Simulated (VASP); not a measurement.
A run of VASP 6.6.1:

The input INCAR:

```
ALGO = Fast
EDIFF = 1E-7
ENCUT = 520
GGA = PE
ISIF = 2
ISMEAR = 0
ISPIN = 2
LASPH = True
LCHARG = False
LMAXMIX = 4
LORBIT = 11
LREAL = False
LWAVE = False
MAGMOM = 0 0 2 2 2 2
NBANDS = 44
NELM = 150
PREC = Accurate
SIGMA = 0.1
```

KPOINTS

```
k-points
0
Gamma
  6 6 2
```

File POSCAR:

```
CuNi2
1.0
    2.5161685500      0.0000000000      0.0000000000
   -1.2580842800      2.1790658900      0.0000000000
    0.0000000000      0.0000000000     11.9906175700
Cu Ni
2 4
Direct
    0.3333333300      0.6666666700      0.2500000000
    0.6666666700      0.3333333300      0.7500000000
    0.3333333300      0.6666666700      0.9166666700
    0.3333333300      0.6666666700      0.5833333300
    0.6666666700      0.3333333300      0.0833333300
    0.6666666700      0.3333333300      0.4166666700
```

Potentials or basis: VASP PAW PBE potentials, release 64 (Cu, Ni).

Run with:

```bash
$ cat potpaw_PBE.64/Cu/POTCAR potpaw_PBE.64/Ni/POTCAR > POTCAR
$ mpirun -np 1 vasp_std > vasp.out
```

Hardware: 1 thread of AMD EPYC 9R45 (Zen 5) (shared host).

How long does it take, and how much memory?

It took 60 s on 1 thread of AMD EPYC 9R45 (Zen 5) (shared host), peak memory 0.2 GiB. Counts: scf iterations 21, k points 14.
